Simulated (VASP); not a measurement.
# ZnS (Cm) in VASP: single point with PBE

Aim: the single point of ZnS with PBE.

All numbers are computed with VASP 6.6.1; they aren't measurements. Logs are shortened: lines on timing, memory, paths and dates and some standing lists are left out, and cuts for length are marked.

**1. The cell of the first run**

Symmetry: Cm, No. 8, monoclinic system. Conventional cell: a = 7.698 Å, b = 7.698 Å, c = 5.443 Å, α = 90.00°, β = 90.00°, γ = 90.00°. Zn (site symmetry m) has 4 S at 2.27 to 2.45 Å within 3.0 Å. Zn (site symmetry m) has 4 S at 2.36 Å within 3.1 Å. Within 3.1 Å of Zn (site symmetry 1) lie 4 S at 2.36 Å. Within 3.1 Å of S (site symmetry m) lie 4 Zn at 2.36 to 2.45 Å. S (site symmetry m) has 4 Zn at 2.27 to 2.36 Å within 3.0 Å. Within 3.1 Å of S (site symmetry 1) lie 4 Zn at 2.36 Å.

**2. Single point, PBE (atom 1 (Zn) moved +0.113 Å along Cartesian [1 -1 0])**

INCAR reads:

```
SYSTEM = ZnS
PREC     = Accurate       ! precision mode
ENCUT    = 520            ! plane-wave cutoff, eV
EDIFF    = 1E-7           ! SCF threshold, eV
ISMEAR   = 0              ! smearing method
SIGMA    = 0.05           ! smearing width, eV
LREAL    = .False.        ! projectors in reciprocal space
LASPH    = .True.         ! aspherical terms in the spheres
NELM     = 100            ! most SCF steps
ALGO     = Normal         ! electronic algorithm
ISIF     = 2              ! what is computed and relaxed
LWAVE    = .False.        ! write WAVECAR
LCHARG   = .False.        ! write CHGCAR
GGA      = PE             ! functional
NBANDS   = 46             ! bands
```

KPOINTS reads:

```
Automatic mesh
0
Gamma
  6 6 6
  0 0 0
```

POSCAR reads:

```
ZnS
1.0
    5.4431279680      0.0000000000      0.0000000000
    0.0000000000     -5.4431279680      0.0000000000
    0.0000000000      0.0000000000     -5.4431279680
Zn S
4 4
Direct
    0.0146146689      0.0146146689      0.0000000000
    0.5000000000      0.5000000000      0.0000000000
    0.5000000000      0.0000000000      0.5000000000
    0.0000000000      0.5000000000      0.5000000000
    0.7500000000      0.7500000000      0.7500000000
    0.2500000000      0.2500000000      0.7500000000
    0.2500000000      0.7500000000      0.2500000000
    0.7500000000      0.2500000000      0.2500000000
```

Potentials or basis: VASP PAW PBE potentials, release 64 (Zn, S).

Command:

```sh
$ cat potpaw_PBE.64/Zn/POTCAR potpaw_PBE.64/S/POTCAR > POTCAR
$ mpirun -np 1 vasp_std > vasp.out
```

OUTCAR:

```text
SYSTEM = ZnS
   PREC = Accurate
   ENCUT = 520
   EDIFF = 1E-7
   ISMEAR = 0
   LREAL = .False.
   LASPH = .True.
   NELM = 100
   ISIF = 2
   GGA = PE

 ion  position               nearest neighbor table
   1  0.015  0.015  0.000-   6 2.27   7 2.36   8 2.36   5 2.45
   2  0.500  0.500  0.000-   5 2.36   6 2.36   7 2.36   8 2.36
   3  0.500  0.000  0.500-   5 2.36   6 2.36   7 2.36   8 2.36
   4  0.000  0.500  0.500-   5 2.36   6 2.36   7 2.36   8 2.36
   5  0.750  0.750  0.750-   2 2.36   3 2.36   4 2.36   1 2.45
   6  0.250  0.250  0.750-   1 2.27   2 2.36   3 2.36   4 2.36
   7  0.250  0.750  0.250-   2 2.36   3 2.36   4 2.36   1 2.36
   8  0.750  0.250  0.250-   2 2.36   3 2.36   4 2.36   1 2.36

  LATTYP: Found a simple cubic cell.
 ALAT       =     5.4431279680

  Lattice vectors:

 A1 = (   5.4431279680,   0.0000000000,   0.0000000000)
 A2 = (   0.0000000000,  -5.4431279680,   0.0000000000)
 A3 = (   0.0000000000,   0.0000000000,  -5.4431279680)

Analysis of symmetry for initial positions (statically):
=====================================================================
 Subroutine PRICEL returns:
 Original cell was already a primitive cell.

 Routine SETGRP: Setting up the symmetry group for a
 simple cubic supercell.

 Subroutine GETGRP returns: Found  2 space group operations
 (whereof  2 operations were pure point group operations)
 out of a pool of 48 trial point group operations.

The static configuration has the point symmetry C_1h.

Analysis of symmetry for dynamics (positions and initial velocities):
=====================================================================
 Subroutine PRICEL returns:
 Original cell was already a primitive cell.

 Routine SETGRP: Setting up the symmetry group for a
 simple cubic supercell.

 Subroutine GETGRP returns: Found  2 space group operations
 (whereof  2 operations were pure point group operations)
 out of a pool of 48 trial point group operations.

The dynamic configuration has the point symmetry C_1h.

 Subroutine INISYM returns: Found  2 space group operations
 (whereof  2 operations are pure point group operations),
 and found     1 'primitive' translations

----------------------------------------------------------------------------------------

                                     Primitive cell

  volume of cell :     161.2670

  direct lattice vectors                    reciprocal lattice vectors
     5.443127968  0.000000000  0.000000000     0.183717893  0.000000000  0.000000000
     0.000000000 -5.443127968  0.000000000     0.000000000 -0.183717893  0.000000000
     0.000000000  0.000000000 -5.443127968     0.000000000  0.000000000 -0.183717893

  length of vectors
     5.443127968  5.443127968  5.443127968     0.183717893  0.183717893  0.183717893

  position of ions in fractional coordinates (direct lattice)
     0.014614669  0.014614669  0.000000000
     0.500000000  0.500000000  0.000000000
     0.500000000  0.000000000  0.500000000
     0.000000000  0.500000000  0.500000000
     0.750000000  0.750000000  0.750000000
     0.250000000  0.250000000  0.750000000
     0.250000000  0.750000000  0.250000000
     0.750000000  0.250000000  0.250000000

  ion indices of the primitive-cell ions
   primitive index   ion index
                 1           1
                 2           2
                 3           3
                 4           4
                 5           5
                 6           6
                 7           7
                 8           8

----------------------------------------------------------------------------------------

 KPOINTS: Automatic mesh

Automatic generation of k-mesh.
 Grid dimensions read from file:
 generate k-points for:    6    6    6

 Generating k-lattice:

  Cartesian coordinates                     Fractional coordinates (reciprocal lattice)
     0.030619649  0.000000000  0.000000000     0.166666667  0.000000000  0.000000000
     0.000000000 -0.030619649  0.000000000     0.000000000  0.166666667  0.000000000
     0.000000000  0.000000000 -0.030619649     0.000000000  0.000000000  0.166666667

  Length of vectors
     0.030619649  0.030619649  0.030619649

  Shift w.r.t. Gamma in fractional coordinates (k-lattice)
     0.000000000  0.000000000  0.000000000

 Subroutine IBZKPT returns following result:
 ===========================================

 Found     68 irreducible k-points:

 Following reciprocal coordinates:
            Coordinates               Weight
  0.000000  0.000000  0.000000      1.000000
  0.166667  0.000000  0.000000      4.000000
  0.000000  0.000000  0.166667      2.000000
  0.333333  0.000000  0.000000      4.000000
  0.000000  0.000000  0.333333      2.000000
  0.500000  0.000000  0.000000      2.000000
[... 16 lines left out ...]
 -0.333333  0.333333  0.000000      2.000000
 -0.333333  0.000000  0.333333      4.000000
 [... further k-points ...]
   k-points           NKPTS =     68   k-points in BZ     NKDIM =     68   number of bands    NBANDS=     46
   number of dos      NEDOS =    301   number of ions     NIONS =      8
   total plane-waves  NPLWV =  64000
   dimension x,y,z NGX =    40 NGY =   40 NGZ =   40
   dimension x,y,z NGXF=    80 NGYF=   80 NGZF=   80
   ions per type =               4   4
   NGX,Y,Z   is equivalent  to a cutoff of  12.22, 12.22, 12.22 a.u.
   NGXF,Y,Z  is equivalent  to a cutoff of  24.43, 24.43, 24.43 a.u.
 SYSTEM =  ZnS
   PREC   = accura    normal or accurate (medium, high low for compatibility)
   ISTART =      0    job   : 0-new  1-cont  2-samecut
   ICHARG =      2    charge: 1-file 2-atom 10-const
   ISPIN  =      1    spin polarized calculation?
   LNONCOLLINEAR =      F non collinear calculations
   LSORBIT =      F    spin-orbit coupling
   LASPH  =      T    aspherical Exc in radial PAW
   ENCUT  =  520.0 eV  38.22 Ry    6.18 a.u.  10.12 10.12 10.12*2*pi/ulx,y,z
   NELM   =    100;   NELMIN=  2; NELMDL= -5     # of ELM steps
   EDIFF  = 0.1E-06   stopping-criterion for ELM
   LREAL  =      F    real-space projection
   EDIFFG = 0.1E-05   stopping-criterion for IOM
   NSW    =      0    number of steps for IOM
   IBRION =     -1    ionic relax: 0-MD 1-quasi-New 2-CG
   NFREE  =      0    steps in history (QN), initial steepest desc. (CG)
   ISIF   =      2    stress and relaxation
   ISYM   =      2    0-nonsym 1-usesym 2-fastsym
   POTIM  = 0.5000    time-step for ionic-motion
   TEBEG  =    0.0;   TEEND  =   0.0 temperature during run
   PSTRESS=    0.0 pullay stress
   NELECT =      72.0000    total number of electrons
   NUPDOWN=      -1.0000    fix difference up-down
   EMIN   =  10.00;   EMAX   =-10.00  energy-range for DOS
   EFERMI =   0.00;   METHOD = LEGACY
   ISMEAR =     0;   SIGMA  =   0.05  broadening in eV -4-tet -1-fermi 0-gaus
   EFERMI_NEDOS =   21; number of points for ismear=-14 and -15
   IALGO  =     38    algorithm
   IMIX   =      4    mixing-type and parameters
     AMIX     =   0.40;   BMIX     =  1.00
     AMIX_MAG =   1.60;   BMIX_MAG =  1.00
  volume/ion in A,a.u.               =      20.16       136.04
  Fermi-wavevector in a.u.,A,eV,Ry     =   1.251230  2.364482 21.300959  1.565576
  Thomas-Fermi vector in A             =   2.385187
   LORBIT       =      0    0 simple, 1 ext, 2 COOP (PROOUT), +10 PAW based schemes
   GGA     = PE    functional components
   LHFCALC =     F    Hartree Fock is set to
   AEXX    =    0.0000 exact exchange contribution
   IVDW    =     0    specifies the selected vdW correction
   LEPSILON=     F    determine dielectric tensor
   LRPA    =     F    only Hartree local field effects (RPA)
 non-spin polarized calculation
 Gauss-broadening in eV      SIGMA  =   0.05
  energy-cutoff  :      520.00
  volume of cell :      161.27
 maximum number of plane-waves:      4385
   NGX = 21   NGY = 21   NGZ = 21

 number of electron      71.9999961 magnetization

 Free energy of the ion-electron system (eV)
  ---------------------------------------------------
  ext. energy  EPLUGINS =         0.00000000
  ---------------------------------------------------
  free energy    TOTEN  =       -27.37027141 eV

  energy without entropy =      -27.37027141  energy(sigma->0) =      -27.37027141

 E-fermi :   2.1729     XC(G=0):  -9.5283

 val. band max:        1.9328715648   @ k =   0.0000   0.0000   0.0000
 cond. band min:       3.9248085598   @ k =   0.0000   0.0000   0.0000
 fundamental gap:      1.9919369950
 Fermi energy:         2.1728736754

 k-point     1 :       0.0000    0.0000    0.0000
  band No.  band energies     occupation
      1     -11.1003      2.00000
      2     -10.0140      2.00000
      3      -9.8971      2.00000
      4      -9.7840      2.00000
      5      -4.4112      2.00000
      6      -4.3803      2.00000
[... 38 lines left out ...]
     45       8.3217      0.00000
     46       8.3428      0.00000

 k-point     2 :       0.1667    0.0000    0.0000
  band No.  band energies     occupation
      1     -11.0339      2.00000
      2     -10.0505      2.00000
      3      -9.9372      2.00000
      4      -9.7975      2.00000
      5      -4.4070      2.00000
      6      -4.3659      2.00000
[... 38 lines left out ...]
     45       8.5977      0.00000
     46       8.6182      0.00000

 k-point     3 :       0.0000    0.0000    0.1667
  band No.  band energies     occupation
      1     -11.0333      2.00000
      2     -10.0709      2.00000
      3      -9.8957      2.00000
      4      -9.8194      2.00000
      5      -4.3985      2.00000
      6      -4.3660      2.00000
[... 38 lines left out ...]
     45       8.6043      0.00000
     46       8.6141      0.00000

 k-point     4 :       0.3333    0.0000    0.0000
  band No.  band energies     occupation
      1     -10.8484      2.00000
      2     -10.2484      2.00000
      3      -9.9643      2.00000
      4      -9.8046      2.00000
      5      -4.4174      2.00000
      6      -4.3618      2.00000
[... 920 lines left out ...]
     45       8.9075      0.00000
     46       9.0399      0.00000

 k-point    23 :      -0.3333    0.3333    0.0000
  band No.  band energies     occupation
      1     -10.6443      2.00000
      2     -10.1879      2.00000
      3     -10.1417      2.00000
      4      -9.9153      2.00000
      5      -4.3265      2.00000
      6      -4.3074      2.00000
[... 38 lines left out ...]
     45       8.9294      0.00000
     46       8.9419      0.00000

 k-point    24 :      -0.3333    0.0000    0.3333
  band No.  band energies     occupation
      1     -10.6380      2.00000
      2     -10.2359      2.00000
      3     -10.0887      2.00000
      4      -9.9272      2.00000
      5      -4.3420      2.00000
      6      -4.2820      2.00000
[... 38 lines left out ...]
     45       8.8292      0.00000
     46       8.9527      0.00000

 [... further k-points ...]
[... 5 lines left out ...]
  --------------------------------------------------------------------------------------
  -------------------------------------------------------------------------------------
  Total        0.2437795      0.2437795      0.3136493     -0.1315742     -0.4083595      0.4083595
  in kB        2.4219326      2.4219326      3.1160847     -1.3071809     -4.0570242      4.0570244
  external PRESSURE =       2.6533166 kB  Pullay stress =       0.0000000 kB

 VOLUME and BASIS-vectors are now :
 -----------------------------------------------------------------------------
  energy-cutoff  :      520.00
  volume of cell :      161.27
      direct lattice vectors                 reciprocal lattice vectors
     5.443127968  0.000000000  0.000000000     0.183717893  0.000000000  0.000000000
     0.000000000 -5.443127968  0.000000000     0.000000000 -0.183717893  0.000000000
     0.000000000  0.000000000 -5.443127968     0.000000000  0.000000000 -0.183717893

 POSITION                                       TOTAL-FORCE (eV/Angst)
 -----------------------------------------------------------------------------------
      0.07955     -0.07955      0.00000        -0.510665      0.510665     -0.135253
      2.72156     -2.72156      0.00000         0.093999     -0.093999      0.002294
      2.72156      0.00000     -2.72156         0.093764      0.116245     -0.001024
      0.00000     -2.72156     -2.72156        -0.116245     -0.093764     -0.001024
      4.08235     -4.08235     -4.08235         0.157812     -0.157812     -0.140113
      1.36078     -1.36078     -4.08235         0.256642     -0.256642      0.258088
      1.36078     -4.08235     -1.36078         0.003172     -0.021521      0.008517
      4.08235     -1.36078     -1.36078         0.021521     -0.003172      0.008517
 -----------------------------------------------------------------------------------
    total drift:                                0.000492     -0.000492     -0.000035

  FREE ENERGIE OF THE ION-ELECTRON SYSTEM (eV)
  ---------------------------------------------------
  free  energy   TOTEN  =       -27.3702714131 eV

  energy  without entropy=      -27.3702714131  energy(sigma->0) =      -27.37027141
```

Run time: 5.6 min. Hardware: 1 thread of Intel Xeon Platinum 8375C at 2.90GHz (Ice Lake), shared host; peak memory 0.5 GiB.

What came out:

```yaml
Free_energy: -27.3703 eV
Pressure: 0.3 GPa
Largest_force: 0.735 eV/Å
Band_gap_on_the_k_mesh: 1.99 eV
```

Forces on the atoms (eV/Å):
```
Zn  -0.511  0.511 -0.135
Zn   0.094 -0.094  0.002
Zn   0.094  0.116 -0.001
Zn  -0.116 -0.094 -0.001
S    0.158 -0.158 -0.140
S    0.257 -0.257  0.258
S    0.003 -0.022  0.009
S    0.022 -0.003  0.009
```

Caveat: the cell differs from its parent crystal (atom 1 (Zn) moved +0.113 Å along Cartesian [1 -1 0]).
